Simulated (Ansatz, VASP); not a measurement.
# Be2WN3: VASP beside Ansatz

```
Be W N
1.0
     2.85095    0.00000    0.00000
    -1.42547    2.46899    0.00000
     0.00000    0.00000    7.31487
Be W N
2 1 3
Direct
  0.33333 0.66667 0.10412
  0.66667 0.33333 0.89588
  0.00000 0.00000 0.50000
  0.33333 0.66667 0.66958
  0.66667 0.33333 0.33042
  0.00000 0.00000 0.00000
```

Change from the starting cell: species swapped into the NaFe2O3 type (P-3m1, No. 164).

Alike in both runs: functional PBE; k mesh 5 × 5 × 2; occupations gaussian, width 0.15 eV; no spin polarisation.

Ansatz relaxed the structure, and its values are those at the end. VASP's run is a single point on that final structure, the one shown.

|  | VASP | Ansatz |
| --- | --- | --- |
| version | VASP 6.6.1 | Ansatz 0.2.0 |
| potentials or method | VASP PAW PBE potentials, release 64 (Be, W_sv, N_h), cutoff 1330 eV | scalar-relativistic, plane waves, PAW |
| valence electrons in the cell | 33 | 33 |

```tsv
	VASP	Ansatz	Ansatz less VASP
gap on the k mesh at the Fermi level (eV)	none	none	-
pressure (GPa)	0.9	-0.1	-0.97
rms of the force components (eV/Å)	0.034	0.004	-0.0307
```

A gap of «none» marks a metal or a gap that the smearing closes.

The k mesh is coarse, so the values compare programs but aren't converged. Neither program's run includes spin-orbit coupling.
